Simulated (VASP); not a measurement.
Here is a VASP 6.6.1 calculation.

File INCAR:

```
SYSTEM = TiO2
  PREC = Accurate
  ENCUT = 520
  EDIFF = 1E-6
  ISMEAR = -1
  SIGMA = 0.05
  LREAL = .FALSE.
  LASPH = .TRUE.
  NELM = 80
  ALGO = Normal
  ISIF = 2
  LWAVE = .FALSE.
  LCHARG = .FALSE.
  GGA = PS
  IVDW = 12
  NBANDS = 60
```

The input KPOINTS:

```
regular mesh
0
G
  6 5 6
  0 0 0
```

Contents of POSCAR:

```
TiO2
1.0
    4.5167373290      0.0000000000      0.0000000000
    0.0000000000      5.4595276689      0.0000000000
    0.0000000000      0.0000000000      4.8563166172
Ti O
4 8
Direct
    0.0000000000      0.1751106971      0.7500000000
    0.5000000000      0.3248893029      0.2500000000
    0.0000000000      0.8248893029      0.2500000000
    0.5000000000      0.6751106971      0.7500000000
    0.2708652947      0.3833522123      0.9192505631
    0.7708652947      0.1166477877      0.0807494369
    0.2291347053      0.1166477877      0.4192505631
    0.7291347053      0.3833522123      0.5807494369
    0.2708652947      0.6166477877      0.4192505631
    0.7708652947      0.8833522123      0.5807494369
    0.2291347053      0.8833522123      0.9192505631
    0.7291347053      0.6166477877      0.0807494369
```

Potentials or basis: VASP PAW PBE potentials, release 64 (Ti_sv, O).

Launch:

```console
$ cat potpaw_PBE.64/Ti_sv/POTCAR potpaw_PBE.64/O/POTCAR > POTCAR
$ mpirun -np 1 vasp_std > vasp.out
```

Question: Estimate the band gap on the k mesh.

Answer: 2.68 eV, indirect (least direct gap 2.74 eV).

Question: Predict the dispersion energy per atom.

Answer: -0.221 eV.

Question: What does it give for the pressure?

Answer: 0.8 GPa.

Stress tensor (GPa, compression positive):
```
0.78 0.00 0.00
0.00 0.69 0.00
0.00 0.00 0.84
```

Caveat: the PAW data sets were made with another functional, which shifts forces and pressure a little. A k mesh can miss the band edges.
